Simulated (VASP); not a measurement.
A run of VASP 6.6.1 is set up as follows.

Contents of INCAR:

```
PREC = Accurate
ENCUT = 500
EDIFF = 1E-6
ISMEAR = -1
SIGMA = 0.1
LREAL = F
LASPH = T
NELM = 120
ALGO = Normal
ISIF = 2
LWAVE = F
LCHARG = F
GGA = PE
NBANDS = 11
GGA_COMPAT = F
```

Contents of KPOINTS:

```
Automatic mesh
0
Gamma
  6 6 6
```

POSCAR

```
Pt
1.0
    0.0000000000      1.9579000000      1.9579000000
    1.9579000000      0.0000000000      1.9579000000
    1.9579000000      1.9579000000      0.0000000000
Pt
1
Direct
    0.0000000000      0.0000000000      0.0000000000
```

Potentials or basis: VASP PAW PBE potentials, release 64 (Pt).

The run is started by

```console
$ cat potpaw_PBE.64/Pt/POTCAR > POTCAR
$ mpirun -np 1 vasp_std > vasp.out
```

Problem. Predict the band gap on the k mesh.

Solution. Zero (band 5 reaches 11.82 eV, above the bottom of band 6 at 9.57 eV).

Problem. What does it give for the pressure?

Solution. 8.5 GPa.

Caveat: the k points lie up to 0.46 Å⁻¹ apart; spin-orbit coupling is left out, which moves the levels of the heavy elements.
